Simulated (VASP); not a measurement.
A run of VASP 6.6.1 is set up as follows.

Contents of INCAR:

```
SYSTEM = BN
  ALGO = Normal
  EDIFF = 1E-6
  EDIFFG = -0.01
  ENCUT = 600
  GGA = PE
  IBRION = 2
  ISIF = 4
  ISMEAR = 0
  IVDW = 12
  LASPH = .True.
  LCHARG = .False.
  LREAL = .False.
  LWAVE = .False.
  NELM = 60
  NSW = 50
  PREC = Accurate
  SIGMA = 0.02
```

KPOINTS

```
k-points
0
Gamma
  12 12 12
  0 0 0
```

File POSCAR:

```
BN
1.0
    0.0000000000      3.2117233976      2.1437556764
    1.2398308316      0.0000000000      2.1437556764
    1.2398308316      3.2117233976      0.0000000000
B N
1 1
Direct
    0.0001278407      0.0001278407      0.9998721593
    0.6665721493      0.6665721493      0.3334278507
```

Potentials or basis: VASP PAW PBE potentials, release 64 (B, N).

Launch:

```console
$ cat potpaw_PBE.64/B/POTCAR potpaw_PBE.64/N/POTCAR > POTCAR
$ mpirun -np 1 vasp_std > vasp.out
```

Question: What does it give for the band gap on the k mesh?

Answer: 3.30 eV (least direct gap 4.54 eV).

Question: What does it give for the dispersion energy per atom?

Answer: -0.151 eV.

Stress tensor (GPa, compression positive):
```
2.21 0.00 0.00
0.00 2.03 0.00
0.00 0.00 1.86
```

A k mesh can miss the band edges.
